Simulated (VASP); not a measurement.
Here is a VASP 6.6.1 calculation.

INCAR

```
ALGO = Normal
EDIFF = 1E-6
ENCUT = 520
GGA = PE
ISIF = 2
ISMEAR = 0
LASPH = True
LCHARG = True
LELF = True
LREAL = False
LVHAR = True
LWAVE = False
NBANDS = 51
NELM = 60
PREC = Accurate
SIGMA = 0.1
```

File KPOINTS:

```
k-points
0
Gamma
  3 3 6
```

File POSCAR:

```
Ge
1.0
    6.2055147800      0.0000000000      0.0000000000
   -3.1027573900      5.3741334400      0.0000000000
    0.0000000000      0.0000000000      3.6596619900
Ge
6
Direct
    0.6226509800      0.6226509800      0.1666666700
    0.3773490200      0.0000000000      0.5000000000
    0.0000000000      0.3773490200      0.8333333300
    0.0000000000      0.6226509800      0.3333333300
    0.3773490200      0.3773490200      0.6666666700
    0.6226509800      0.0000000000      0.0000000000
```

Potentials or basis: VASP PAW PBE potentials, release 64 (Ge_d).

Run with:

```sh
$ cat potpaw_PBE.64/Ge_d/POTCAR > POTCAR
$ mpirun -np 1 vasp_std > vasp.out
```

Question: What does it give for the band gap on the k mesh?

Answer: Zero (bands 42 and 43 overlap by 0.17 eV).

Question: What does it give for the largest force?

Answer: 0.288 eV/Å.

Question: What does it give for the pressure?

Answer: 11.4 GPa.

Stress tensor (GPa, compression positive):
```
 8.95  0.00  0.00
 0.00  8.95  0.00
 0.00  0.00 16.37
```

Caveat: the k points lie up to 0.39 Å⁻¹ apart; semilocal functionals underestimate gaps, and a narrow one can read as zero.
